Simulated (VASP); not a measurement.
A run of VASP 6.6.1 is set up as follows.

The input POSCAR:

```
H11C2NO4
1.0
    5.8968160000      0.0000000000      0.0000000000
    0.0000000000      5.8968160000      0.0000000000
    0.0000000000      0.0000000000      5.8968160000
O H C N
4 11 2 1
Direct
    0.1923580454      0.1741957015      0.5361198314
    0.4277732254      0.7176415204      0.3524783544
    0.1257288679      0.4276714756      1.1307966876
    0.7858139036      0.4095430483      0.5568259210
    0.3301273094      0.1800293582      0.6217423097
    0.0595914812      0.2545441472      0.5824499187
    0.3447792843      0.8572592396      0.3828676357
    0.3230896131      0.6526912151      0.2408418374
    0.1159948013      0.3143221698      1.2441459934
   -0.0172635538      0.4309444283      1.0579268541
    0.7175058540      0.4782920139      0.4236353992
    0.6646637779      0.3914485377      0.6613229919
    0.4416620766      0.7950222629      0.8289727880
    0.7031760869      0.8414371417      0.7211179728
    0.7075513294      0.6654947348      0.9318757784
    0.6196903549      0.8232408812      0.8728947961
    0.6585079134      1.0423760891      0.9723043758
    0.7171327713      1.2118404237      1.0416468820
```

File INCAR.step1:

```
  ALGO = Normal
  EDIFF = 1E-5
  ENCUT = 1100
  GGA = PE
  GGA_COMPAT = False
  ISMEAR = -1
  LASPH = True
  LCHARG = False
  LREAL = Auto
  LWAVE = True
  NBANDS = 39
  NELM = 120
  PREC = Accurate
  SIGMA = 0.05
```

Contents of INCAR.step2:

```
  ALGO = Normal
  EDIFF = 1E-6
  ENCUT = 1100
  GGA_COMPAT = False
  ISIF = 2
  ISMEAR = -1
  ISTART = 1
  LASPH = True
  LCHARG = True
  LELF = True
  LMIXTAU = True
  LREAL = Auto
  LVHAR = True
  LWAVE = False
  METAGGA = R2SCAN
  NBANDS = 39
  NELM = 120
  PREC = Accurate
  SIGMA = 0.05
```

Contents of KPOINTS:

```
k-points
0
Gamma
  1 1 1
```

Potentials or basis: VASP PAW PBE potentials, release 64 (O_h, H_h, C_h, N_h).

Launch:

```sh
$ cat potpaw_PBE.64/O_h/POTCAR potpaw_PBE.64/H_h/POTCAR potpaw_PBE.64/C_h/POTCAR potpaw_PBE.64/N_h/POTCAR > POTCAR
$ cp INCAR.step1 INCAR
$ mpirun -np 1 vasp_gam > vasp.out
$ cp INCAR.step2 INCAR
$ mpirun -np 1 vasp_gam > vasp.out
```

Q: Predict the pressure.

A: 1.4 GPa.

Q: Estimate the largest force.

A: 2.988 eV/Å.

Stress tensor (GPa, compression positive):
```
 0.25  2.04 -1.05
 2.04  0.49  0.99
-1.05  0.99  3.51
```

Caveat: the k points lie up to 1.07 Å⁻¹ apart, too coarse for converged energies, forces and pressures; the atoms stand as in a frame of molecular dynamics; the PAW data sets were made with another functional, which shifts forces and pressure a little.
